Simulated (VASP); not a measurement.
Here is a VASP 6.6.1 calculation.

File INCAR:

```
PREC = Accurate
ENCUT = 520
EDIFF = 1E-7
ISMEAR = 0
SIGMA = 0.15
LREAL = Auto
LASPH = True
NELM = 100
ALGO = Normal
ISIF = 2
LWAVE = False
LCHARG = False
GGA = PE
IVDW = 12
NBANDS = 42
```

The input KPOINTS:

```
regular mesh
0
Gamma
  3 4 1
```

The input POSCAR:

```
Al16H2C
1.0
    8.1000000000      0.0000000000      0.0000000000
    0.0000000000      5.7275650000      0.0000000000
    0.0000000000      0.0000000000     16.2956740000
Al C H
16 1 2
Direct
    0.2500000000      0.2499999564      0.0613659797
    0.7500000000      0.2499999564      0.0613659797
    0.2500000000      0.7500000436      0.0613659797
    0.7500000000      0.7500000436      0.0613659797
    0.0000001235     -0.0110469283      0.1453649601
    0.5000061728     -0.0043971566      0.1403301269
    0.0000128395      0.4865098868      0.1434988206
    0.4999325926      0.4945880143      0.1396176679
    0.2533682716      0.2275858938      0.2357039666
    0.7468676543      0.2275537685      0.2356970322
    0.2507532099      0.7324582087      0.2316487799
    0.7491019753      0.7321781595      0.2315043858
   -0.0004543210     -0.0608371970      0.3297446918
    0.5001134568     -0.0188598471      0.3135597214
    0.0002796296      0.4175262961      0.3166041491
    0.5000571605      0.4865191403      0.3122110813
   -0.0015169136      0.6545301537      0.4044923825
   -0.1130370370      0.6263281167      0.4421135941
    0.1080717284      0.6272496253      0.4435567992
```

Potentials or basis: VASP PAW PBE potentials, release 64 (Al, C, H).

Run with:

```bash
$ cat potpaw_PBE.64/Al/POTCAR potpaw_PBE.64/C/POTCAR potpaw_PBE.64/H/POTCAR > POTCAR
$ mpirun -np 1 vasp_std > vasp.out
```

(1) Predict the largest force.

(2) Predict the band gap on the k mesh.

(3) Predict the dispersion energy per atom.

Results:

(1) 0.258 eV/Å.

(2) zero (bands 27 and 28 overlap by 0.78 eV).

(3) -0.182 eV.

Caveat: there is no dipole correction, which matters where the two faces differ.
